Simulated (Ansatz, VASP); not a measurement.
Two plane-wave programs on In2O3

```
In O
1.0
     2.75600    1.59118    4.84453
    -2.75600    1.59118    4.84453
     0.00000   -3.18235    4.84453
In O
4 6
Cartesian
  0.0000 0.0000 5.1951
  0.0000 0.0000 2.0717
  0.0000 0.0000 9.3385
  0.0000 0.0000 12.4619
  -1.1253 1.5912 8.4779
  -0.8153 -1.7702 8.4779
  1.9407 0.1790 8.4779
  1.1253 -1.5912 6.0557
  0.8153 1.7702 6.0557
  -1.9407 -0.1790 6.0557
```

Alike in both runs: functional PBEsol; k mesh 6 × 6 × 6; occupations gaussian, width 0.02 eV; no spin polarisation.

Ansatz relaxed the structure, and its values are those at the end. VASP's run is a single point on that final structure, the one shown.

```csv
,VASP,Ansatz
version,VASP 6.6.1,Ansatz 0.2.0
potentials or method,"VASP PAW PBE potentials, release 64 (In_d, O), cutoff 520 eV","scalar-relativistic, plane waves, PAW"
valence electrons in the cell,88,88
```

|  | VASP | Ansatz | Ansatz less VASP |
| --- | --- | --- | --- |
| gap on the k mesh at the Fermi level (eV) | 1.11 | 1.12 | +0.008 |
| least direct gap on the mesh (eV) | 1.16 | 1.17 | +0.007 |
| pressure (GPa) | 0.6 | 0.0 | -0.54 |

VASP's potentials were made for PBE, not for PBEsol.
